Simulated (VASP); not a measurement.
Wanted: the native input for a VASP 6.6.1 run.

- Task: relaxation of cell and atoms
- Functional: PBE
- Potentials or basis: VASP PAW PBE potentials, release 64 (Mg, Si, N)
- Cutoff: 600 eV
- k mesh: 4 × 4 × 2
- Occupations: gaussian, width 0.2 eV
- Spin: no spin polarisation
- Dipole correction: no
- Further INCAR settings: ALGO = Normal; EDIFF = 1e-07; IBRION = 2; EDIFFG = -0.08; NSW = 36; ISIF = 3

The structure of Mg2Si3N lies in POSCAR:

```
Mg2Si3N
1.0
    4.9500000000      0.0000000000      0.0000000000
   -2.4750000000      4.2868257500      0.0000000000
    0.0000000000      0.0000000000      8.0800000000
Mg Si N
4 6 2
Direct
    0.3333333300      0.6666666700      0.0620000000
    0.6666666700      0.3333333300      0.5620000000
    0.3333333300      0.6666666700      0.4380000000
    0.6666666700      0.3333333300      0.9380000000
    0.8300000000      0.6600000000      0.2500000000
    0.8300000000      0.1700000000      0.2500000000
    0.3400000000      0.1700000000      0.2500000000
    0.1700000000      0.8300000000      0.7500000000
    0.6600000000      0.8300000000      0.7500000000
    0.1700000000      0.3400000000      0.7500000000
    0.0000000000      0.0000000000      0.0000000000
    0.0000000000      0.0000000000      0.5000000000
```

These files were run (other wordings do the same):

INCAR

```
ALGO = Normal
EDIFF = 1E-7
EDIFFG = -0.08
ENCUT = 600
GGA = PE
GGA_COMPAT = False
IBRION = 2
ISIF = 3
ISMEAR = 0
LASPH = True
LCHARG = False
LREAL = False
LWAVE = False
NELM = 120
NELMIN = 4
NSW = 36
PREC = Accurate
SIGMA = 0.2
```

KPOINTS

```
k-points
0
Gamma
  4 4 2
```

Potentials or basis: VASP PAW PBE potentials, release 64 (Mg, Si, N).

Run with:

```bash
$ cat potpaw_PBE.64/Mg/POTCAR potpaw_PBE.64/Si/POTCAR potpaw_PBE.64/N/POTCAR > POTCAR
$ mpirun -np 1 vasp_std > vasp.out
```

Results of the run:

| Quantity | Value |
| --- | --- |
| Relaxed volume | 15.02 Å³/atom |
| Relaxed cell | a = 4.824 Å, b = 4.824 Å, c = 8.942 Å, α = 90.00°, β = 90.00°, γ = 120.00° |
| Space group after relaxing (to 0.1 Å) | P6_3/mmc (No. 194) |
| Energy gained by relaxing | 32.1 meV/atom |
| Ionic steps | 14 |
| Pressure after relaxing | -0.2 GPa |
| Largest force after relaxing | 0.031 eV/Å |
| Band gap on the k mesh | zero (bands 21 and 22 overlap by 2.48 eV) |

Caveat: the k points lie up to 0.38 Å⁻¹ apart in the final cell, too coarse for converged energies and pressures of a metal.

It took 21 min on 1 thread of Intel Xeon 8259CL (shared host), peak memory 0.36 GiB.
